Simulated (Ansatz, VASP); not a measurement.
## Zn: VASP beside Ansatz

```
Zn
1.0
     2.63815    0.00000    0.00000
    -1.31908    2.28470    0.00000
     0.00000    0.00000    4.94670
Zn
2
Direct
  0.33333 0.66667 0.25000
  0.66667 0.33333 0.75000
```

Change from the starting cell: equal xx and yy strain of -1 %, PAW files.

Alike in both runs: task electric field gradients; functional PBE; k mesh 18 × 18 × 8; occupations fermi-dirac, width 0.03 eV; no spin polarisation.

|  | VASP | Ansatz |
| --- | --- | --- |
| version | VASP 6.6.1 | Ansatz 0.2.0 |
| potentials or method | VASP PAW PBE potentials, release 64 (Zn) | PAW with Ansatz's default frozen-core files, scalar-relativistic |
| plane-wave cutoff (eV) | 520 | 420 |
| valence electrons in the cell | 24 | 24 |

Ansatz gave:

```
pressure (GPa)                                                : 1.4
traceless stress, the component that is largest in VASP (GPa) : 0.48
size of Vzz on the site where it differs most (V/Å²)          : 38.5
```

Problem. Estimate VASP's values.

Solution. Pressure (GPa): 1.7; traceless stress, the component that is largest in VASP (GPa): 0.31; size of Vzz on the site where it differs most (V/Å²): 39.0.

With one functional, cell and mesh, what is left measures potentials, basis and numerics.
